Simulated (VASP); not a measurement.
# PtSe (Fm-3m) in VASP: settings compared

Aim: see how the results for PtSe move with the level of theory and the settings. Levels: HF, PBE. Tasks: single point.

Everything below comes from runs of VASP 6.6.1. Logs are shortened: lines on timing, memory, paths and dates and some standing lists are left out, and cuts for length are marked.

## Step 1: The cell of the first run

Symmetry: Fm-3m, No. 225, cubic system. The conventional cell has a = 5.391 Å, b = 5.391 Å, c = 5.391 Å, α = 90.00°, β = 90.00°, γ = 90.00°. Pt (site symmetry m-3m) has 6 Se at 2.70 Å within 3.6 Å. Within 3.6 Å of Se (site symmetry m-3m) lie 6 Pt at 2.70 Å.

## Step 2: Single point, HF

Contents of POSCAR:

```
PtSe
1.0
    0.0000000000      2.6953750517      2.6953750517
    2.6953750517      0.0000000000      2.6953750517
    2.6953750517      2.6953750517      0.0000000000
Pt Se
1 1
Direct
    0.5000000000      0.5000000000      0.5000000000
    0.0000000000      0.0000000000      0.0000000000
```

Contents of INCAR.step1:

```
ALGO = Normal
EDIFF = 1E-5
ENCUT = 520
GGA = PE
ISIF = 2
ISMEAR = -1
LASPH = T
LCHARG = F
LREAL = F
LWAVE = T
NBANDS = 15
NELM = 60
PREC = Accurate
SIGMA = 0.05
```

Contents of INCAR.step2:

```
AEXX = 1.0
AGGAC = 0.0
ALDAC = 0.0
ALGO = Normal
EDIFF = 1E-6
ENCUT = 520
GGA = PE
ISIF = 2
ISMEAR = -1
ISTART = 1
LASPH = T
LCHARG = F
LHFCALC = T
LREAL = F
LWAVE = F
NBANDS = 15
NELM = 60
PREC = Accurate
PRECFOCK = Normal
SIGMA = 0.05
```

Contents of KPOINTS:

```
k-points
0
Gamma
  4 4 4
```

Potentials or basis: VASP PAW PBE potentials, release 64 (Pt, Se).

Command:

```sh
cat potpaw_PBE.64/Pt/POTCAR potpaw_PBE.64/Se/POTCAR > POTCAR
cp INCAR.step1 INCAR
mpirun -np 1 vasp_std > vasp.out
cp INCAR.step2 INCAR
mpirun -np 1 vasp_std > vasp.out
```

OUTCAR:

```text
AEXX = 1.0
   EDIFF = 1E-6
   ENCUT = 520
   GGA = PE
   ISIF = 2
   ISMEAR = -1
   ISTART = 1
   LASPH = T
   LHFCALC = T
   LREAL = F
   NELM = 60
   PREC = Accurate
   PRECFOCK = Normal

 ion  position               nearest neighbor table
   1  0.500  0.500  0.500-   2 2.70   2 2.70   2 2.70   2 2.70   2 2.70   2 2.70
   2  0.000  0.000  0.000-   1 2.70   1 2.70   1 2.70   1 2.70   1 2.70   1 2.70

  LATTYP: Found a face centered cubic cell.
 ALAT       =     5.3907501034

  Lattice vectors:

 A1 = (   0.0000000000,   2.6953750517,   2.6953750517)
 A2 = (   2.6953750517,   0.0000000000,   2.6953750517)
 A3 = (   2.6953750517,   2.6953750517,   0.0000000000)

Analysis of symmetry for initial positions (statically):
=====================================================================
 Subroutine PRICEL returns:
 Original cell was already a primitive cell.

 Routine SETGRP: Setting up the symmetry group for a
 face centered cubic supercell.

 Subroutine GETGRP returns: Found 48 space group operations
 (whereof 48 operations were pure point group operations)
 out of a pool of 48 trial point group operations.

The static configuration has the point symmetry O_h .

Analysis of symmetry for dynamics (positions and initial velocities):
=====================================================================
 Subroutine PRICEL returns:
 Original cell was already a primitive cell.

 Routine SETGRP: Setting up the symmetry group for a
 face centered cubic supercell.

 Subroutine GETGRP returns: Found 48 space group operations
 (whereof 48 operations were pure point group operations)
 out of a pool of 48 trial point group operations.

The dynamic configuration has the point symmetry O_h .

 Subroutine INISYM returns: Found 48 space group operations
 (whereof 48 operations are pure point group operations),
 and found     1 'primitive' translations

----------------------------------------------------------------------------------------

                                     Primitive cell

  volume of cell :      39.1641

  direct lattice vectors                    reciprocal lattice vectors
     0.000000000  2.695375052  2.695375052    -0.185502941  0.185502941  0.185502941
     2.695375052  0.000000000  2.695375052     0.185502941 -0.185502941  0.185502941
     2.695375052  2.695375052  0.000000000     0.185502941  0.185502941 -0.185502941

  length of vectors
     3.811835954  3.811835954  3.811835954     0.321300519  0.321300519  0.321300519

  position of ions in fractional coordinates (direct lattice)
[... 81 lines left out ...]
     AMIX     =   0.40;   BMIX     =  1.00
     AMIX_MAG =   1.60;   BMIX_MAG =  1.00
  volume/ion in A,a.u.               =      19.58       132.15
  Fermi-wavevector in a.u.,A,eV,Ry     =   1.214746  2.295538 20.076877  1.475609
  Thomas-Fermi vector in A             =   2.350156
   LORBIT       =      0    0 simple, 1 ext, 2 COOP (PROOUT), +10 PAW based schemes
   GGA     = PE    functional components
   LHFCALC =     T    Hartree Fock is set to
   PRECFOCK=normal    Normal, Fast or Accurate (Low or Medium for compatibility)
   ENCUT4O =  -1.0   cutoff for four orbital integrals eV
   NKREDX  =     1    reduce k-point grid by
   NKREDY  =     1    reduce k-point grid by
   NKREDZ  =     1    reduce k-point grid by
   AEXX    =    1.0000 exact exchange contribution
   HFSCREEN=    0.0000 screening length (either q_TF or 0.3 A-1)
   HFSCREENC=   0.0000 screening length for correlation (either q_TF or 0.3 A-1)
   ENCUTFOCK=  -1.0 apply spherical cutoff to Coloumb kernel
   IVDW    =     0    specifies the selected vdW correction
   LEPSILON=     F    determine dielectric tensor
   LRPA    =     F    only Hartree local field effects (RPA)
 non-spin polarized calculation
  energy-cutoff  :      520.00
  volume of cell :       39.16
 maximum number of plane-waves:      1067
  NGX = 24; NGY = 24; NGZ = 24

 number of electron      15.9999997 magnetization

 Free energy of the ion-electron system (eV)
  ---------------------------------------------------
  ext. energy  EPLUGINS =         0.00000000
  ---------------------------------------------------
  free energy    TOTEN  =       -18.12203298 eV

  energy without entropy =      -18.10513562  energy(sigma->0) =      -18.11358430

 E-fermi :   6.4488     XC(G=0):   0.0000

 val. band max:        6.3683363642   @ k =   0.5000   0.2500   0.0000
 cond. band min:       9.2616812200   @ k =   0.5000   0.2500   0.0000
 fundamental gap:      2.8933448558
 Fermi energy:         6.4488094447

 k-point     1 :       0.0000    0.0000    0.0000
  band No.  band energies     occupation
      1     -15.5923      2.00000
      2      -1.3982      2.00000
      3      -1.3982      2.00000
      4      -1.3982      2.00000
      5       1.1790      2.00000
      6       1.1790      2.00000
      7       3.5181      2.00000
      8       3.5181      2.00000
      9       3.5181      2.00000
     10      12.6435      0.00000
     11      21.9977      0.00000
     12      23.3359      0.00000
     13      23.3359      0.00000
     14      23.3359      0.00000
[... 113 lines left out ...]
      2      -2.6652      2.00000
      3      -2.4696      2.00000
      4      -2.4696      2.00000
      5      -0.1805      2.00000
      6       0.9349      2.00000
      7       0.9349      2.00000
      8       3.8483      2.00000
      9       4.0579      2.00000
     10      16.8063      0.00000
     11      19.7477      0.00000
     12      20.4963      0.00000
     13      20.4963      0.00000
     14      27.7624      0.00000
     15      27.7624      0.00000

------------------------ aborting loop because EDIFF is reached ----------------------------------------

  FORCE on cell =-STRESS in cart. coord.  units (eV):
  Direction    XX          YY          ZZ          XY          YZ          ZX
  --------------------------------------------------------------------------------------
  -------------------------------------------------------------------------------------
  Total       -1.4629269     -1.4629269     -1.4629269      0.0000000      0.0000000      0.0000000
  in kB      -59.8474441    -59.8474441    -59.8474441      0.0000000      0.0000000      0.0000000
  external PRESSURE =     -59.8474441 kB  Pullay stress =       0.0000000 kB

 VOLUME and BASIS-vectors are now :
 -----------------------------------------------------------------------------
  energy-cutoff  :      520.00
  volume of cell :       39.16
      direct lattice vectors                 reciprocal lattice vectors
     0.000000000  2.695375052  2.695375052    -0.185502941  0.185502941  0.185502941
     2.695375052  0.000000000  2.695375052     0.185502941 -0.185502941  0.185502941
     2.695375052  2.695375052  0.000000000     0.185502941  0.185502941 -0.185502941

 POSITION                                       TOTAL-FORCE (eV/Angst)
 -----------------------------------------------------------------------------------
      2.69538      2.69538      2.69538         0.000000      0.000000      0.000000
      0.00000      0.00000      0.00000        -0.000000     -0.000000      0.000000
 -----------------------------------------------------------------------------------
    total drift:                               -0.000000     -0.000000      0.000000

  FREE ENERGIE OF THE ION-ELECTRON SYSTEM (eV)
  ---------------------------------------------------
  free  energy   TOTEN  =       -18.1220329795 eV

  energy  without entropy=      -18.1051356224  energy(sigma->0) =      -18.11358430
```

OUTCAR.step1:

```text
EDIFF = 1E-5
   ENCUT = 520
   GGA = PE
   ISIF = 2
   ISMEAR = -1
[... 345 lines left out ...]
 -----------------------------------------------------------------------------------
      2.69538      2.69538      2.69538        -0.000000     -0.000000      0.000000
      0.00000      0.00000      0.00000         0.000000      0.000000     -0.000000
 -----------------------------------------------------------------------------------
    total drift:                                0.000000      0.000000      0.000000

  FREE ENERGIE OF THE ION-ELECTRON SYSTEM (eV)
  ---------------------------------------------------
  free  energy   TOTEN  =        -9.4185068871 eV

  energy  without entropy=       -9.3683862479  energy(sigma->0) =       -9.39344657
```

OSZICAR.step1:

```text
N       E                     dE             d eps       ncg     rms          rms(c)
DAV:   1     0.656346642406E+02    0.65635E+02   -0.72423E+03   240   0.960E+02
DAV:   2    -0.769984688531E+01   -0.73335E+02   -0.65124E+02   303   0.192E+02
DAV:   3    -0.961181260634E+01   -0.19120E+01   -0.19015E+01   282   0.285E+01
DAV:   4    -0.962058984938E+01   -0.87772E-02   -0.87764E-02   303   0.227E+00
DAV:   5    -0.962068674771E+01   -0.96898E-04   -0.96898E-04   296   0.245E-01    0.826E+00
DAV:   6    -0.944766130791E+01    0.17303E+00   -0.80915E-01   254   0.719E+00    0.529E+00
DAV:   7    -0.942162530309E+01    0.26036E-01   -0.76225E-02   268   0.243E+00    0.292E+00
DAV:   8    -0.941874377455E+01    0.28815E-02   -0.24954E-02   268   0.124E+00    0.353E-01
DAV:   9    -0.941852646825E+01    0.21731E-03   -0.97763E-04   275   0.201E-01    0.591E-02
DAV:  10    -0.941850327303E+01    0.23195E-04   -0.17957E-04   303   0.105E-01    0.157E-02
DAV:  11    -0.941850688711E+01   -0.36141E-05   -0.43940E-06   211   0.182E-02
   1 F= -.94185069E+01 E0= -.93934466E+01  d E =-.501206E-01
```

It took 12 min on 1 thread of Intel Xeon Platinum 8259CL at 2.50GHz (Skylake/Cascade Lake), shared host; peak memory 0.18 GiB.

What came out:

```
Free energy            : -18.1220 eV
Pressure               : -6.0 GPa
Band gap on the k mesh : zero (band 8 reaches 12.94 eV, above the bottom of band 9 at 3.52 eV)
```

Caveat: the k points lie up to 0.50 Å⁻¹ apart; the PAW data sets were made with another functional, which shifts forces and pressure a little; spin-orbit coupling is left out, which moves the levels of the heavy elements.

## Step 3: Single point, PBE

This run uses another cell than the first one, of 20.60 Å³/atom, 1.052 times its volume.

Contents of INCAR:

```
SYSTEM = PtSe
PREC = Accurate
ENCUT = 500
EDIFF = 1E-6
ISMEAR = -1
SIGMA = 0.05
LREAL = .False.
LASPH = .True.
NELM = 120
ALGO = Normal
ISIF = 2
LWAVE = .False.
LCHARG = .True.
GGA = PE
LELF = .True.
LVHAR = .True.
NBANDS = 15
GGA_COMPAT = .False.
```

Contents of KPOINTS:

```
Automatic mesh
0
Gamma
  8 8 8
  0 0 0
```

Contents of POSCAR:

```
PtSe
1.0
    0.0000000000      2.7412846694      2.7412846694
    2.7412846694      0.0000000000      2.7412846694
    2.7412846694      2.7412846694      0.0000000000
Pt Se
1 1
Direct
    0.5000000000      0.5000000000      0.5000000000
    0.0000000000      0.0000000000      0.0000000000
```

Potentials or basis: VASP PAW PBE potentials, release 64 (Pt, Se).

Command:

```sh
cat potpaw_PBE.64/Pt/POTCAR potpaw_PBE.64/Se/POTCAR > POTCAR
mpirun -np 1 vasp_std > vasp.out
```

OUTCAR:

```text
SYSTEM = PtSe
   PREC = Accurate
   ENCUT = 500
   EDIFF = 1E-6
   ISMEAR = -1
   LREAL = .False.
   LASPH = .True.
   NELM = 120
   ISIF = 2
   GGA = PE

 ion  position               nearest neighbor table
   1  0.500  0.500  0.500-   2 2.74   2 2.74   2 2.74   2 2.74   2 2.74   2 2.74
   2  0.000  0.000  0.000-   1 2.74   1 2.74   1 2.74   1 2.74   1 2.74   1 2.74

  LATTYP: Found a face centered cubic cell.
 ALAT       =     5.4825693388

  Lattice vectors:

 A1 = (   0.0000000000,   2.7412846694,   2.7412846694)
 A2 = (   2.7412846694,   0.0000000000,   2.7412846694)
 A3 = (   2.7412846694,   2.7412846694,   0.0000000000)

Analysis of symmetry for initial positions (statically):
=====================================================================
 Subroutine PRICEL returns:
 Original cell was already a primitive cell.

 Routine SETGRP: Setting up the symmetry group for a
 face centered cubic supercell.

 Subroutine GETGRP returns: Found 48 space group operations
 (whereof 48 operations were pure point group operations)
 out of a pool of 48 trial point group operations.

The static configuration has the point symmetry O_h .

Analysis of symmetry for dynamics (positions and initial velocities):
=====================================================================
 Subroutine PRICEL returns:
 Original cell was already a primitive cell.

 Routine SETGRP: Setting up the symmetry group for a
 face centered cubic supercell.

 Subroutine GETGRP returns: Found 48 space group operations
 (whereof 48 operations were pure point group operations)
 out of a pool of 48 trial point group operations.

The dynamic configuration has the point symmetry O_h .

 Subroutine INISYM returns: Found 48 space group operations
 (whereof 48 operations are pure point group operations),
 and found     1 'primitive' translations

----------------------------------------------------------------------------------------

[... 120 lines left out ...]
   IVDW    =     0    specifies the selected vdW correction
   LEPSILON=     F    determine dielectric tensor
   LRPA    =     F    only Hartree local field effects (RPA)
 non-spin polarized calculation
  energy-cutoff  :      500.00
  volume of cell :       41.20
 maximum number of plane-waves:      1058
   NGX = 15   NGY = 15   NGZ = 15

 number of electron      16.0000000 magnetization

 Free energy of the ion-electron system (eV)
  ---------------------------------------------------
  ext. energy  EPLUGINS =         0.00000000
  ---------------------------------------------------
  free energy    TOTEN  =        -9.49270488 eV

  energy without entropy =       -9.48420284  energy(sigma->0) =       -9.48845386

 E-fermi :   6.0224     XC(G=0): -10.9206

 val. band max:        5.9834307369   @ k =   0.5000   0.5000   0.0000
 cond. band min:       6.0747344340   @ k =   0.5000   0.3750   0.1250
 fundamental gap:      0.0913036971
 Fermi energy:         6.0224472591

 k-point     1 :       0.0000    0.0000    0.0000
  band No.  band energies     occupation
      1      -8.3804      2.00000
      2       3.3795      2.00000
      3       3.3795      2.00000
      4       3.4111      2.00000
      5       3.4111      2.00000
      6       3.4111      2.00000
      7       4.7279      2.00000
      8       4.7279      2.00000
      9       4.7279      2.00000
     10       6.7494      0.00000
     11      16.1071      0.00000
     12      17.0396      0.00000
     13      17.0396      0.00000
     14      17.0396      0.00000
[... 401 lines left out ...]
      2      -0.0596      2.00000
      3       1.4084      2.00000
      4       1.5095      2.00000
      5       4.0923      2.00000
      6       4.1755      2.00000
      7       4.4846      2.00000
      8       6.2761      0.01246
      9       6.7807      0.00000
     10      10.7636      0.00000
     11      11.3701      0.00000
     12      14.1868      0.00000
     13      14.7177      0.00000
     14      18.5196      0.00000
     15      19.6463      0.00000

 [... further k-points ...]

------------------------ aborting loop because EDIFF is reached ----------------------------------------

  FORCE on cell =-STRESS in cart. coord.  units (eV):
  Direction    XX          YY          ZZ          XY          YZ          ZX
  --------------------------------------------------------------------------------------
  -------------------------------------------------------------------------------------
  Total       -2.8122796     -2.8122796     -2.8122796      0.0000000      0.0000000     -0.0000000
  in kB     -109.3645761   -109.3645761   -109.3645761      0.0000000      0.0000000     -0.0000000
  external PRESSURE =    -109.3645761 kB  Pullay stress =       0.0000000 kB

 VOLUME and BASIS-vectors are now :
 -----------------------------------------------------------------------------
  energy-cutoff  :      500.00
  volume of cell :       41.20
      direct lattice vectors                 reciprocal lattice vectors
     0.000000000  2.741284669  2.741284669    -0.182396234  0.182396234  0.182396234
     2.741284669  0.000000000  2.741284669     0.182396234 -0.182396234  0.182396234
     2.741284669  2.741284669  0.000000000     0.182396234  0.182396234 -0.182396234

 POSITION                                       TOTAL-FORCE (eV/Angst)
 -----------------------------------------------------------------------------------
      2.74128      2.74128      2.74128         0.000000      0.000000     -0.000000
      0.00000      0.00000      0.00000        -0.000000     -0.000000      0.000000
 -----------------------------------------------------------------------------------
    total drift:                                0.000000      0.000000      0.000000

  FREE ENERGIE OF THE ION-ELECTRON SYSTEM (eV)
  ---------------------------------------------------
  free  energy   TOTEN  =        -9.4927048832 eV

  energy  without entropy=       -9.4842028400  energy(sigma->0) =       -9.48845386
```

OSZICAR:

```text
N       E                     dE             d eps       ncg     rms          rms(c)
DAV:   1     0.591317401095E+02    0.59132E+02   -0.71409E+03   870   0.928E+02
DAV:   2    -0.801083216510E+01   -0.67143E+02   -0.60013E+02  1101   0.176E+02
DAV:   3    -0.966903902229E+01   -0.16582E+01   -0.16483E+01  1024   0.266E+01
DAV:   4    -0.967663073114E+01   -0.75917E-02   -0.75913E-02  1108   0.209E+00
DAV:   5    -0.967672094316E+01   -0.90212E-04   -0.90212E-04  1101   0.240E-01    0.698E+00
DAV:   6    -0.951198198695E+01    0.16474E+00   -0.68007E-01   933   0.697E+00    0.425E+00
DAV:   7    -0.949348127727E+01    0.18501E-01   -0.48582E-02   947   0.211E+00    0.241E+00
DAV:   8    -0.949294240652E+01    0.53887E-03   -0.20051E-02  1046   0.107E+00    0.315E-01
DAV:   9    -0.949272929956E+01    0.21311E-03   -0.10010E-03  1003   0.214E-01    0.549E-02
DAV:  10    -0.949270022520E+01    0.29074E-04   -0.20635E-04  1080   0.122E-01    0.155E-02
DAV:  11    -0.949270528571E+01   -0.50605E-05   -0.71722E-06  1024   0.222E-02    0.579E-03
DAV:  12    -0.949270488322E+01    0.40250E-06   -0.42924E-07   862   0.524E-03
   1 F= -.94927049E+01 E0= -.94884539E+01  d E =-.850204E-02
```

stdout:

```text
POSCAR found type information on POSCAR PtSe
 POSCAR found :  2 types and       2 ions
 scaLAPACK will be used
 LDA part: xc-table for (Slater+PW92), standard interpolation
 POSCAR, INCAR and KPOINTS ok, starting setup
 FFT: planning ... GRIDC
 FFT: planning ... GRID_SOFT
 FFT: planning ... GRID
 WAVECAR not read
 entering main loop
```

Run time: 11 s. Hardware: 1 thread of AMD EPYC 9R14 (Zen 4), shared host; peak memory 0.13 GiB.

Results:

| Item | Value |
| --- | --- |
| Free energy | -9.4927 eV |
| Pressure | -10.9 GPa |
| Band gap on the k mesh | zero (band 8 reaches 8.42 eV, above the bottom of band 9 at 4.67 eV) |

Caveat: spin-orbit coupling is left out, which moves the levels of the heavy elements.

(Continued in part 2 of 2.)
